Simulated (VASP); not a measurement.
A run of VASP 6.6.1 is set up as follows.

INCAR

```
SYSTEM = AlN
  PREC = Accurate
  ENCUT = 520
  EDIFF = 1E-7
  ISMEAR = 0
  SIGMA = 0.05
  LREAL = .False.
  LASPH = .True.
  NELM = 60
  ALGO = Normal
  ISIF = 2
  LWAVE = .False.
  LCHARG = .False.
  NBANDS = 11
```

The input KPOINTS:

```
Automatic mesh
0
Gamma
  10 10 10
  0 0 0
```

File POSCAR:

```
AlN
1.0
    0.0000000000      2.1839935596      2.1839935596
    2.1839935596      0.0000000000      2.1839935596
    2.1839935596      2.1839935596      0.0000000000
Al N
1 1
Direct
   -0.0198266474     -0.0198266474     -0.0198266474
    0.7500000000      0.7500000000      0.7500000000
```

Potentials or basis: VASP PAW LDA potentials, release 64 (Al, N).

Run with:

```sh
$ cat potpaw_LDA.64/Al/POTCAR potpaw_LDA.64/N/POTCAR > POTCAR
$ mpirun -np 1 vasp_std > vasp.out
```

(1) Predict the largest force.

(2) Estimate the pressure.

(3) Predict the band gap on the k mesh.

## Answers

(1) 3.120 eV/Å.

(2) 0.5 GPa.

(3) 3.01 eV, indirect (least direct gap 3.98 eV).

Caveat: the cell differs from its parent crystal (all Al atoms moved +0.150 Å, as atom 1 towards its neighbour atom 2 (N) at 1.891 Å); forces of over 1 eV/Å act on the atoms, so gaps and moduli don't describe the material at rest.
